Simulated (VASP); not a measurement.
Set up this calculation in VASP 6.6.1, as the native input.

```
Task                   : single point
Functional             : r2SCAN
Potentials or basis    : VASP PAW PBE potentials, release 64 (Hf_pv, N)
Cutoff                 : 520 eV
k mesh                 : 16 × 16 × 16
Occupations            : gaussian, width 0.15 eV
Spin                   : no spin polarisation
Dipole correction      : no
Further INCAR settings : ALGO = Normal; EDIFF = 1e-06; NBANDS = 14
```

The system is HfN.

```
Hf N
1.0
     0.00000    2.33208    2.51619
     2.33208    0.00000    2.51619
     2.33208    2.33208    0.00000
Hf N
1 1
Cartesian
  0.0000 0.0000 0.0000
  3.4981 3.4981 3.7743
```

This cell differs from its parent crystal: strain -0.050 along x and y, +0.025 along z.

The input as run:

POSCAR

```
HfN
1.0
    0.0000000000      2.3320809000      2.5161925500
    2.3320809000      0.0000000000      2.5161925500
    2.3320809000      2.3320809000      0.0000000000
Hf N
1 1
Direct
    0.0000000000      0.0000000000      0.0000000000
    0.7500000000      0.7500000000      0.7500000000
```

INCAR.step1

```
SYSTEM = HfN
ALGO     = Normal         ! electronic algorithm
EDIFF    = 1E-4           ! SCF threshold, eV
ENCUT    = 520            ! plane-wave cutoff, eV
GGA      = PE             ! functional
ISMEAR   = 0              ! smearing method
LASPH    = .True.         ! aspherical terms in the spheres
LCHARG   = .False.        ! write CHGCAR
LREAL    = .False.        ! projectors in reciprocal space
LWAVE    = .True.         ! write WAVECAR
NBANDS   = 14             ! bands
NELM     = 80             ! most SCF steps
PREC     = Accurate       ! precision mode
SIGMA    = 0.15           ! smearing width, eV
```

INCAR.step2

```
SYSTEM = HfN
ALGO     = Normal         ! electronic algorithm
EDIFF    = 1E-6           ! SCF threshold, eV
ENCUT    = 520            ! plane-wave cutoff, eV
ISIF     = 2              ! what is computed and relaxed
ISMEAR   = 0              ! smearing method
ISTART   = 1            
LASPH    = .True.         ! aspherical terms in the spheres
LCHARG   = .False.        ! write CHGCAR
LMIXTAU  = .True.       
LREAL    = .False.        ! projectors in reciprocal space
LWAVE    = .False.        ! write WAVECAR
METAGGA  = R2SCAN         ! meta-GGA
NBANDS   = 14             ! bands
NELM     = 80             ! most SCF steps
PREC     = Accurate       ! precision mode
SIGMA    = 0.15           ! smearing width, eV
```

KPOINTS

```
k-points
0
Gamma
  16 16 16
  0 0 0
```

Potentials or basis: VASP PAW PBE potentials, release 64 (Hf_pv, N).

Command:

```bash
$ cat potpaw_PBE.64/Hf_pv/POTCAR potpaw_PBE.64/N/POTCAR > POTCAR
$ cp INCAR.step1 INCAR
$ mpirun -np 1 vasp_std > vasp.out
$ cp INCAR.step2 INCAR
$ mpirun -np 1 vasp_std > vasp.out
```

It gave:

- Pressure: 13.9 GPa

Caveat: the cell differs from its parent crystal (strain -0.050 along x and y, +0.025 along z); the PAW data sets were made with another functional, which shifts forces and pressure a little.

Run time: 5.5 min on 1 thread of AMD EPYC 9R45 96-Core Processor (Zen 5), with other jobs on the host, peak memory 0.25 GiB.
